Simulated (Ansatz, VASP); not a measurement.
## FeO in VASP and in Ansatz

```
Fe O
1.0
     1.51882    0.87689    2.51958
    -1.51882    0.87689    2.51958
     0.00000   -1.75378    2.51958
Fe O
1 1
Direct
  0.00000 0.00000 0.00000
  0.50000 0.50000 0.50000
```

Alike in both runs: functional PBEsol; k mesh 9 × 9 × 9; occupations fermi-dirac, width 0.05 eV; collinear spin.

```csv
,VASP,Ansatz
version,VASP 6.6.1,Ansatz 0.2.0
potentials or method,"VASP PAW PBE potentials, release 64 (Fe, O)",Ansatz PAW
plane-wave cutoff (eV),600,420
valence electrons in the cell,14,22
task,single point,band structure
```

```csv
,VASP,Ansatz,Ansatz less VASP
gap on the k mesh at the Fermi level (eV),none,none,-
pressure (GPa),-9.4,-9.5,-0.03
"traceless stress, the component that is largest in VASP (GPa)",-0.77,-0.74,+0.030
net moment per atom (μB),2.00,2.00,+0.001
size of the moment on the site where the two differ most (μB),3.61,3.44,-0.168
```

VASP's potentials were made for PBE, not for PBEsol. Site moments also hang on the region over which each program counts them. A gap of «none» marks a metal or a gap that the smearing closes. VASP's potentials hold 14 valence electrons a cell and Ansatz's 22, so a difference there can come from the potentials and not from the codes.
